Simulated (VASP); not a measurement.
The system is Li2F.

```
Li F
1.0
     4.86327    0.00000    0.00000
     0.00000    4.86327    0.00000
     0.00000    0.00000    3.13244
Li F
4 2
Direct
  0.30600 0.30600 0.00000
  0.19400 0.80600 0.50000
  0.69400 0.69400 0.00000
  0.80600 0.19400 0.50000
  0.00000 0.00000 0.00000
  0.50000 0.50000 0.50000
```

- Program: VASP 6.6.1
- Task: relaxation of cell and atoms
- Functional: PBE
- Potentials or basis: VASP PAW PBE potentials, release 64 (Li_sv, F)
- Cutoff: 600 eV
- k mesh: 8 × 8 × 12
- Occupations: gaussian, width 0.1 eV
- Spin: no spin polarisation

At the start: pressure 1.3 GPa; volume 12.35 Å³/atom.

Where does the relaxation end?

Over 19 steps the energy falls by 59.9 meV/atom and the volume is 14.11 Å³/atom (+14.3 %); space group P4_2/mnm (No. 136, to 0.1 Å) before and after.

The path:
| step | energy change (eV) | largest force (eV/Å) | pressure (GPa) | volume (Å³) |
| --- | --- | --- | --- | --- |
| 1 | 0.0000 | 0.1295 | 1.27 | 74.09 |
| 2 | -0.1014 | 0.0607 | 0.69 | 75.11 |
| 3 | -0.2641 | 0.1376 | -0.61 | 77.86 |
| 4 | -0.2679 | 0.1712 | -0.80 | 78.29 |
| 5 | -0.2678 | 0.1655 | -0.75 | 78.21 |
| 6 | -0.2814 | 0.1558 | -0.28 | 77.20 |
| 7 | -0.2907 | 0.1222 | 0.84 | 75.35 |
| 8 | -0.3026 | 0.1035 | 0.90 | 75.85 |
| 9 | -0.3283 | 0.0195 | 1.29 | 77.35 |
| 10 | -0.2972 | 0.3087 | 2.92 | 80.37 |
| 11 | -0.3325 | 0.0412 | 1.60 | 78.03 |
| 12 | -0.3488 | 0.0107 | 0.82 | 80.41 |
| 13 | -0.3573 | 0.0265 | -0.11 | 83.65 |
| 14 | -0.3573 | 0.0278 | -0.12 | 83.77 |
| 15 | -0.3573 | 0.0299 | -0.19 | 84.00 |
| 16 | -0.3584 | 0.0267 | -0.16 | 84.35 |
| 17 | -0.3593 | 0.0151 | -0.15 | 85.32 |
| 18 | -0.3594 | 0.0183 | -0.16 | 85.07 |
| 19 | -0.3596 | 0.0013 | 0.05 | 84.65 |

Final structure:
```
CELL_PARAMETERS angstrom
5.48964 0.00000 0.00000
0.00000 5.48964 0.00000
0.00000 0.00000 2.80909
ATOMIC_POSITIONS crystal
Li 0.33138 0.33138 0.00000
Li 0.16862 0.83138 0.50000
Li 0.66862 0.66862 0.00000
Li 0.83138 0.16862 0.50000
F 0.00000 0.00000 0.00000
F 0.50000 0.50000 0.50000
```

Caveat: the cutoff is under 1.25 times the usual one of these potentials, so pressure, stress and relaxed cells hold a basis-set (Pulay) error.
